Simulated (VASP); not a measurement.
# Pt (Fm-3m) in VASP: notebook, part 2 of 2

VASP 6.6.1. Earlier steps stand in the parts before.

**4. Single point, PBEsol (volume scaled by 0.94)**

Input file INCAR:

```
SYSTEM = Pt
ALGO = Normal
EDIFF = 1E-6
ENCUT = 520
GGA = PS
ISIF = 2
ISMEAR = 0
LASPH = .TRUE.
LCHARG = .TRUE.
LELF = .TRUE.
LREAL = .FALSE.
LVHAR = .TRUE.
LWAVE = .FALSE.
NBANDS = 11
NELM = 80
PREC = Accurate
SIGMA = 0.1
```

Input file KPOINTS:

```
k-points
0
G
  18 18 18
  0 0 0
```

Input file POSCAR:

```
Pt
1.0
    0.0000000000      1.9190483971      1.9190483971
    1.9190483971      0.0000000000      1.9190483971
    1.9190483971      1.9190483971      0.0000000000
Pt
1
Direct
    0.0000000000      0.0000000000      0.0000000000
```

Potentials or basis: VASP PAW PBE potentials, release 64 (Pt).

Launch:

```console
> cat potpaw_PBE.64/Pt/POTCAR > POTCAR
> mpirun -np 1 vasp_std > vasp.out
```

OUTCAR:

```text
SYSTEM = Pt
   EDIFF = 1E-6
   ENCUT = 520
   GGA = PS
   ISIF = 2
   ISMEAR = 0
   LASPH = .TRUE.
   LREAL = .FALSE.
   NELM = 80
   PREC = Accurate

 ion  position               nearest neighbor table
   1  0.000  0.000  0.000-

  LATTYP: Found a face centered cubic cell.
 ALAT       =     3.8380967942

  Lattice vectors:

 A1 = (   0.0000000000,   1.9190483971,   1.9190483971)
 A2 = (   1.9190483971,   0.0000000000,   1.9190483971)
[... 516 lines left out ...]
     10      35.3730      0.00000
     11      36.6358      0.00000

 [... further k-points ...]

------------------------ aborting loop because EDIFF is reached ----------------------------------------

  FORCE on cell =-STRESS in cart. coord.  units (eV):
  Direction    XX          YY          ZZ          XY          YZ          ZX
  --------------------------------------------------------------------------------------
  -------------------------------------------------------------------------------------
  Total        1.8147602      1.8147602      1.8147602      0.0000000      0.0000000      0.0000000
  in kB      205.7036786    205.7036786    205.7036786      0.0000000      0.0000000      0.0000000
  external PRESSURE =     205.7036786 kB  Pullay stress =       0.0000000 kB

 VOLUME and BASIS-vectors are now :
 -----------------------------------------------------------------------------
  energy-cutoff  :      520.00
  volume of cell :       14.13
      direct lattice vectors                 reciprocal lattice vectors
     0.000000000  1.919048397  1.919048397    -0.260545800  0.260545800  0.260545800
     1.919048397  0.000000000  1.919048397     0.260545800 -0.260545800  0.260545800
     1.919048397  1.919048397  0.000000000     0.260545800  0.260545800 -0.260545800

 POSITION                                       TOTAL-FORCE (eV/Angst)
 -----------------------------------------------------------------------------------
      0.00000      0.00000      0.00000         0.000000      0.000000      0.000000
 -----------------------------------------------------------------------------------
    total drift:                               -0.000000     -0.000000     -0.000000

  FREE ENERGIE OF THE ION-ELECTRON SYSTEM (eV)
  ---------------------------------------------------
  free  energy   TOTEN  =        -6.9117782053 eV

  energy  without entropy=       -6.9022310290  energy(sigma->0) =       -6.90700462
```

stdout:

```text
POSCAR found type information on POSCAR Pt
 POSCAR found :  1 types and       1 ions
 scaLAPACK will be used
 -----------------------------------------------------------------------------
|                                                                             |
|                                                                             |
|     You enforced a specific xc type in the INCAR file but a different       |
|     I HOPE YOU KNOW WHAT YOU ARE DOING!                                     |
|                                                                             |
 -----------------------------------------------------------------------------

 LDA part: xc-table for (Slater+PW92), standard interpolation
 POSCAR, INCAR and KPOINTS ok, starting setup
 FFT: planning ... GRIDC
 FFT: planning ... GRID_SOFT
 FFT: planning ... GRID
 WAVECAR not read
 entering main loop
```

Wall time 12 s (1 thread of AMD EPYC 9R45 (Zen 5), shared host); peak memory 0.12 GiB.

What came out:

- Free energy: -6.9118 eV
- Pressure: 20.6 GPa
- Band gap on the k mesh: zero (band 5 reaches 12.96 eV, above the bottom of band 6 at 10.46 eV)

Caveat: the PAW data sets were made with another functional, which shifts forces and pressure a little; spin-orbit coupling is left out, which moves the levels of the heavy elements.

**5. Single point, PBEsol (volume scaled by 0.97)**

Input file INCAR:

```
SYSTEM = Pt
  PREC = Accurate
  ENCUT = 520
  EDIFF = 1E-7
  ISMEAR = 0
  SIGMA = 0.1
  LREAL = .FALSE.
  LASPH = .TRUE.
  NELM = 80
  ALGO = Normal
  ISIF = 2
  LWAVE = .FALSE.
  LCHARG = .FALSE.
  GGA = PS
  NBANDS = 11
```

Input file KPOINTS:

```
regular mesh
0
G
  18 18 18
  0 0 0
```

Input file POSCAR:

```
Pt
1.0
    0.0000000000      1.9392503911      1.9392503911
    1.9392503911      0.0000000000      1.9392503911
    1.9392503911      1.9392503911      0.0000000000
Pt
1
Direct
    0.0000000000      0.0000000000      0.0000000000
```

Launch:

```console
> cat potpaw_PBE.64/Pt/POTCAR > POTCAR
> mpirun -np 1 vasp_std > vasp.out
```

Wall time 13 s (1 thread of AMD EPYC 9R45 (Zen 5), shared host); peak memory 0.12 GiB.

Results (log left out):

```yaml
Free_energy: -6.9534 eV
Pressure: 9.1 GPa
Band_gap_on_the_k_mesh: zero (band 5 reaches 12.28 eV, above the bottom of band 6 at 9.92 eV)
```

Levels at points of the mesh, in eV from the Fermi level:
```tsv
k point	band 2	band 3	band 4	band 5	band 6	band 7	band 8	band 9
(0.00, 0.00, 0.00)	-4.02	-4.02	-4.02	-1.72	-1.72	14.52	19.67	19.67
(0.50, 0.00, 0.00)	-4.09	-4.09	-0.69	0.05	0.05	6.06	14.08	19.17
(0.50, 0.50, 0.00)	-7.01	0.02	0.52	0.52	1.64	9.20	11.44	11.44
```

Caveat: the PAW data sets were made with another functional, which shifts forces and pressure a little; spin-orbit coupling is left out, which moves the levels of the heavy elements.

**6. Overview**

```tsv
task	cell	cutoff (eV)	gap on the mesh (eV)	pressure (GPa)
single point	a = 2.771 Å, angles 60.0°, 1 atom	520	none	-0.4
relaxation of cell and atoms	relaxed from a = 2.773 Å, angles 60.0°, 1 atom	600	none	0.0
single point	a = 2.714 Å, angles 60.0°, 1 atom	520	none	20.6
single point	a = 2.743 Å, angles 60.0°, 1 atom	520	none	9.1
```

Alike in all rows: level PBEsol; potentials or basis VASP PAW PBE potentials, release 64 (Pt); no spin polarisation; k mesh 18 × 18 × 18; smearing gaussian 0.1 eV.

Caveats: the PAW data sets were made with another functional, which shifts forces and pressure a little; spin-orbit coupling is left out, which moves the levels of the heavy elements.

Absolute energies hang on the potentials; compare differences alone.
